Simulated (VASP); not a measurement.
## NbH2: single point with r2SCAN

The system is NbH2.

```
CELL_PARAMETERS angstrom
2.27340 2.27340 0.00000
-2.27340 2.27340 0.00000
0.00000 0.00000 4.47860
ATOMIC_POSITIONS crystal
Nb 0.00000 0.00000 0.00000
Nb 0.50000 0.50000 0.50000
H 0.00000 0.50000 0.75000
H 0.50000 0.00000 0.75000
H 0.50000 0.00000 0.25000
H 0.00000 0.50000 0.25000
```

This cell differs from its parent crystal: strain along c alone, the other axes held: -1.5 %.

```json
{"Program": "VASP 6.6.1", "Task": "single point", "Functional": "r2SCAN", "Potentials or basis": "VASP PAW PBE potentials, release 64 (Nb_sv, H)", "Cutoff": "550 eV", "k mesh": "12 × 12 × 8", "Occupations": "gaussian, width 0.1 eV", "Spin": "no spin polarisation"}
```

- Pressure: 2.7 GPa
- Band gap on the k mesh: zero (bands 15 and 16 overlap by 4.36 eV)

Stress tensor (GPa, compression positive):
```
1.94 0.00 0.00
0.00 1.94 0.00
0.00 0.00 4.15
```

Levels at points of the mesh, in eV from the Fermi level:
```
           k point  band 12  band 13  band 14  band 15  band 16  band 17  band 18  band 19
(0.00, 0.00, 0.00)    -4.69    -1.62    -1.53    -1.53    -1.40     1.23     1.43     2.95
(0.50, 0.00, 0.00)    -6.68    -2.13    -2.13     0.05     0.05     0.56     0.56     3.61
(0.50, 0.50, 0.00)    -5.65    -4.70    -4.70     2.96     2.96     2.96     2.96     3.13
(0.00, 0.00, 0.50)    -6.59    -1.23    -1.23    -0.02    -0.02    -0.02    -0.02     2.01
(0.50, 0.00, 0.50)    -5.50    -1.41    -1.41    -1.24    -1.24     2.75     2.75     2.84
(0.50, 0.50, 0.50)    -7.07    -3.42    -3.42     0.41     0.41     2.97     2.97     5.17
```

Run time: 9 min on 1 thread of AMD EPYC 7R13 Processor (Zen 3) (shared host), peak memory 0.24 GiB.

Caveat: the cell differs from its parent crystal (strain along c alone, the other axes held: -1.5 %); the PAW data sets were made with another functional, which shifts forces and pressure a little.
